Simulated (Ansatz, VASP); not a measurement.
## Rb: VASP beside Ansatz

```
Rb
1.0
    -2.95451    2.95451    2.73085
     2.95451   -2.95451    2.73085
     2.95451    2.95451   -2.73085
Rb
1
Cartesian
  0.0000 0.0000 0.0000
```

Alike in both runs: functional r2SCAN; k mesh 14 × 14 × 14; occupations gaussian, width 0.1 eV; no spin polarisation.

Ansatz relaxed the structure, and its values are those at the end. VASP's run is a single point on that final structure, the one shown.

```csv
,VASP,Ansatz
version,VASP 6.6.1,Ansatz 0.2.0
potentials or method,"VASP PAW PBE potentials, release 64 (Rb_sv), cutoff 520 eV","scalar-relativistic, plane waves, PAW"
valence electrons in the cell,9,9
```

|  | VASP | Ansatz | Ansatz less VASP |
| --- | --- | --- | --- |
| gap on the k mesh at the Fermi level (eV) | none | none | - |
| pressure (GPa) | 0.0 | 0.0 | -0.01 |

VASP's potentials were made for PBE, not for r2SCAN. A gap of «none» marks a metal or a gap that the smearing closes.
